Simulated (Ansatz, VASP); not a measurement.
CdS2O2: VASP beside Ansatz

File INCAR:

```
ALGO = Normal
EDIFF = 1E-7
EDIFFG = -0.01
ENCUT = 600
GGA = PE
IBRION = 2
ISIF = 3
ISMEAR = 0
LASPH = T
LCHARG = F
LREAL = F
LWAVE = F
NELM = 80
NSW = 100
PREC = Accurate
SIGMA = 0.1
```

KPOINTS

```
k-points
0
Gamma
  12 12 12
```

File POSCAR:

```
CdS2O2
1.0
   -2.1475216296      2.1475216296      3.9227798603
    2.1475216296     -2.1475216296      3.9227798603
    2.1475216296      2.1475216296     -3.9227798603
Cd S O
1 2 2
Direct
    0.0000000000      0.0000000000      0.0000000000
    0.6193073037      0.6193073037      0.0000000000
    0.3806926963      0.3806926963      0.0000000000
    0.7500000000      0.2500000000      0.5000000000
    0.2500000000      0.7500000000      0.5000000000
```

Input for Ansatz:

```yaml
crystal:
  lattice:
    - [-2.1475216296, 2.1475216296, 3.9227798603]
    - [2.1475216296, -2.1475216296, 3.9227798603]
    - [2.1475216296, 2.1475216296, -3.9227798603]
  atoms:
    - { symbol: Cd, position: [0.0, 0.0, 0.0] }
    - { symbol: S, position: [0.6193073037, 0.6193073037, 0.0] }
    - { symbol: S, position: [0.3806926963, 0.3806926963, 0.0] }
    - { symbol: O, position: [0.75, 0.25, 0.5] }
    - { symbol: O, position: [0.25, 0.75, 0.5] }
basis:
  ecutwfc: 420
kpoints:
  mp_grid: { grid: [12, 12, 12] }
hamiltonian:
  xc: pbe
scf:
  occupations: { method: gaussian, width: 0.1 }
output:
  forces: true
  stress: true
  eigenvalues: true
  write_density: true
  write_potential: true
  elf: true
  volumetric_format: npy
relax:
  adjacent_minimum: "off"
  f_tol: 0.01
  max_steps: 80
  cell: { stress_tol: 0.05 }
```

Change from the starting cell: species swapped into the SmAl2Zn2 type (Fmmm, No. 69).

Alike in both runs: task relaxation of cell and atoms; functional PBE; k mesh 12 × 12 × 12; occupations gaussian, width 0.1 eV; no spin polarisation.

```csv
,VASP,Ansatz
version,VASP 6.6.1,Ansatz 0.2.0
potentials or method,"VASP PAW PBE potentials, release 64 (Cd, S, O), cutoff 600 eV","scalar-relativistic, plane waves, PAW"
valence electrons in the cell,36,44
```

|  | VASP | Ansatz | Ansatz less VASP |
| --- | --- | --- | --- |
| gap on the k mesh at the Fermi level, each at its own relaxed structure (eV) | none | none | - |
| relaxed volume (Å³/atom) | 14.42 | 14.43 | +0.016 |
| relaxed cell length with the largest relative difference (Å) | 4.948 | 4.953 | +0.0049 |

A gap of «none» marks a metal or a gap that the smearing closes. VASP's potentials hold 36 valence electrons a cell and Ansatz's 44, so a difference there can come from the potentials and not from the codes.
